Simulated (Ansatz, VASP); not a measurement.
# Al: VASP beside Ansatz

```
Al
1.0
     2.85728    0.00000    0.00000
    -1.42864    2.47448    0.00000
     0.00000    0.00000    9.00900
Al
4
Direct
  0.00000 0.00000 0.00000
  0.33333 0.66667 0.25000
  0.00000 0.00000 0.50000
  0.66667 0.33333 0.75000
```

Alike in both runs: task single point; functional PBEsol; dispersion D3(BJ); k mesh 18 × 18 × 6; occupations gaussian, width 0.15 eV; no spin polarisation.

```csv
,VASP,Ansatz
version,VASP 6.6.1,Ansatz 0.2.0
potentials or method,"VASP PAW PBE potentials, release 64 (Al), cutoff 520 eV","scalar-relativistic, plane waves, PAW"
valence electrons in the cell,12,12
```

|  | VASP | Ansatz | Ansatz less VASP |
| --- | --- | --- | --- |
| gap on the k mesh at the Fermi level (eV) | none | none | - |
| pressure (GPa) | -1.5 | -1.6 | -0.09 |
| traceless stress, the component that is largest in VASP (GPa) | 2.38 | 2.36 | -0.018 |

VASP's potentials were made for PBE, not for PBEsol, and Ansatz warns of the same on its side. A gap of «none» marks a metal or a gap that the smearing closes.
